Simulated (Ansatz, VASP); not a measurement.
## PtS2: VASP beside Ansatz

INCAR

```
ALGO = Normal
EDIFF = 1E-6
ENCUT = 520
GGA = PS
ISIF = 2
ISMEAR = 0
LASPH = T
LCHARG = F
LREAL = F
LWAVE = F
NBANDS = 18
NELM = 60
PREC = Accurate
SIGMA = 0.01
```

KPOINTS

```
k-points
0
Gamma
  10 10 6
```

File POSCAR:

```
PtS2
1.0
    3.5733777869      0.0000000000      0.0000000000
   -1.7866888934      3.0946359408      0.0000000000
    0.0000000000      0.0000000000      4.7371073000
Pt S
1 2
Direct
    0.0000000000      0.0000000000      0.0000000000
    0.3333333333      0.6666666667      0.2524636773
    0.6666666667      0.3333333333      0.7475363227
```

Input for Ansatz:

```yaml
crystal:
  lattice:
    - [3.57337778687, 0.0, 0.0]
    - [-1.78668889344, 3.09463594075, 0.0]
    - [0.0, 0.0, 4.73710729995]
  atoms:
    - { symbol: Pt, position: [0.0, 0.0, 0.0] }
    - { symbol: S, position: [0.333333333333, 0.666666666667, 0.252463677261] }
    - { symbol: S, position: [0.666666666667, 0.333333333333, 0.747536322739] }
kpoints:
  mp_grid: { grid: [10, 10, 6] }
scf:
  occupations: { method: fixed }
hamiltonian:
  xc: pbesol
  pseudopotentials: { kind: paw }
output:
  forces: true
  stress: true
  eigenvalues: true
  eigenstates:
    nscf_kmesh: { grid: [12, 12, 8] }
    de_dk: true
    e_range: [-9, 10.16956276814]
  optics:
    e_range: [0, 25]
    de: 0.2
    sigma: 0.15
    bands: { spectra_wanted_up_to: 25 }
    nscf_kmesh: { grid: [12, 12, 8] }
checkpoint:
  write: ck
  write_wavefunctions: false
```

Alike in both runs: task single point; functional PBEsol; k mesh 10 × 10 × 6; no spin polarisation.

```csv
,VASP,Ansatz
version,VASP 6.6.1,Ansatz 0.2.0
potentials or method,"VASP PAW PBE potentials, release 64 (Pt, S)","PAW with Ansatz's default frozen-core files, scalar-relativistic"
plane-wave cutoff (eV),520,420
occupations,"gaussian, width 0.01 eV",fixed
valence electrons in the cell,22,30
```

|  | VASP | Ansatz | Ansatz less VASP |
| --- | --- | --- | --- |
| gap on the k mesh at the Fermi level (eV) | 0.17 | 0.17 | -0.004 |
| pressure (GPa) | -0.3 | 0.0 | +0.25 |
| traceless stress, the component that is largest in VASP (GPa) | 0.19 | 0.06 | -0.138 |
| rms of the force components (eV/Å) | 0.016 | 0.003 | -0.0123 |

VASP's potentials were made for PBE, not for PBEsol. Atom by atom the forces differ by 0.012 eV/Å (rms over components). VASP's potentials hold 22 valence electrons a cell and Ansatz's 30, so a difference there can come from the potentials and not from the codes.

Spin-orbit coupling is off throughout.
